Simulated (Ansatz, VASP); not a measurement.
## WS2: VASP beside Ansatz

```xyz
6
Lattice="3.1541 0.0000 0.0000 -1.5770 2.7315 0.0000 0.0000 0.0000 12.1409" Properties=species:S:1:pos:R:3 pbc="T T T"
W     0.0000    1.8210    3.0352
W     1.5770    0.9105    9.1057
S     0.0000    1.8210    7.5310
S     1.5770    0.9105    1.4605
S     0.0000    1.8210   10.6804
S     1.5770    0.9105    4.6100
```

Alike in both runs: functional PBE; dispersion D3(BJ); k mesh 12 × 12 × 4; occupations gaussian, width 0.02 eV; no spin polarisation.

Ansatz relaxed the structure, and its values are those at the end. VASP's run is a single point on that final structure, the one shown.

|  | VASP | Ansatz |
| --- | --- | --- |
| version | VASP 6.6.1 | Ansatz 0.2.0 |
| potentials or method | VASP PAW PBE potentials, release 64 (W_sv, S), cutoff 520 eV | scalar-relativistic, plane waves, PAW |
| valence electrons in the cell | 52 | 52 |

VASP gave:

| Property | Result |
| --- | --- |
| gap on the k mesh at the Fermi level (eV) | 0.91 |
| least direct gap on the mesh (eV) | 1.83 |
| pressure (GPa) | 0.0 |

Q: What did Ansatz give for the same quantities?

A: gap on the k mesh at the Fermi level (eV): 0.89; least direct gap on the mesh (eV): 1.83; pressure (GPa): 0.0.

Neither program's run includes spin-orbit coupling.
